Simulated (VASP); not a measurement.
A run of VASP 6.6.1:

INCAR

```
SYSTEM = Pd
  PREC = Accurate
  ENCUT = 520
  EDIFF = 1E-6
  ISMEAR = -1
  SIGMA = 0.05
  LREAL = .FALSE.
  LASPH = .TRUE.
  NELM = 150
  ALGO = Normal
  ISIF = 2
  LWAVE = .FALSE.
  LCHARG = .FALSE.
  ISPIN = 2
  MAGMOM = 0.387 0.387 0.395 0.395
  LORBIT = 11
  LMAXMIX = 4
  GGA = RP
  NBANDS = 32
```

The input KPOINTS:

```
regular mesh
0
G
  14 14 4
  0 0 0
```

File POSCAR:

```
Pd
1.0
    2.9135167787      0.0000000000      0.0000000000
   -1.4567583894      2.5231795447      0.0000000000
    0.0000000000      0.0000000000      9.6367158920
Pd
4
Direct
    1.0000000000      1.0000000000      0.0000000000
    1.0000000000      1.0000000000      0.5000000000
    0.3333333333      0.6666666667      0.2500000000
    0.6666666667      0.3333333333      0.7500000000
```

Potentials or basis: VASP PAW PBE potentials, release 64 (Pd).

The run is started by

```sh
$ cat potpaw_PBE.64/Pd/POTCAR > POTCAR
$ mpirun -np 1 vasp_std > vasp.out
```

Hardware: 1 thread of Oxide Virtual Turin-like Processor, on a shared host.

Problem. Estimate the wall time of this run.

Solution. It took 3.7 min on 1 thread of Oxide Virtual Turin-like Processor, with other jobs on the host, peak memory 0.34 GiB. Counts: scf iterations 15, k points 72.
